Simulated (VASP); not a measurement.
A run of VASP 6.6.1 is set up as follows.

POSCAR

```
WS2
1.0
    1.5395253747      0.8888453895      5.8551635000
   -1.5395253747      0.8888453895      5.8551635000
    0.0000000000     -1.7776907790      5.8551635000
W S
1 2
Direct
    0.0000000000      0.0000000000      0.0000000000
    0.7503000000      0.7503000000      0.7503000000
    0.5810000000      0.5810000000      0.5810000000
```

Contents of INCAR.step1:

```
PREC = Accurate
ENCUT = 520
ISMEAR = 0
SIGMA = 0.05
LREAL = False
LASPH = True
NELM = 60
NBANDS = 20
GGA = PE
ALGO = Normal
EDIFF = 1E-4
LWAVE = True
LCHARG = False
```

The input INCAR.step2:

```
PREC = Accurate
ENCUT = 520
EDIFF = 1E-6
ISMEAR = 0
SIGMA = 0.05
LREAL = False
LASPH = True
NELM = 60
ALGO = Normal
ISIF = 2
LWAVE = False
LCHARG = False
METAGGA = R2SCAN
LMIXTAU = True
NBANDS = 20
ISTART = 1
```

File KPOINTS:

```
Automatic mesh
0
Gamma
  12 12 12
```

Potentials or basis: VASP PAW PBE potentials, release 64 (W_sv, S).

The run is started by

```console
$ cat potpaw_PBE.64/W_sv/POTCAR potpaw_PBE.64/S/POTCAR > POTCAR
$ cp INCAR.step1 INCAR
$ mpirun -np 1 vasp_std > vasp.out
$ cp INCAR.step2 INCAR
$ mpirun -np 1 vasp_std > vasp.out
```

Task: Estimate the band gap on the k mesh.

Result: 0.89 eV (least direct gap 2.09 eV).

Task: Estimate the largest force.

Result: 2.857 eV/Å.

Task: Predict the pressure.

Result: 25.7 GPa.

Stress tensor (GPa, compression positive):
```
23.64  0.00  0.00
 0.00 23.64  0.00
 0.00  0.00 29.75
```

Caveat: the cell differs from its parent crystal (strain -0.025 along x and y, -0.050 along z); the stress differs along the axes, from 24 to 30 GPa; the PAW data sets were made with another functional, which shifts forces and pressure a little; spin-orbit coupling is left out, which moves the levels of the heavy elements. A k mesh can miss the band edges.
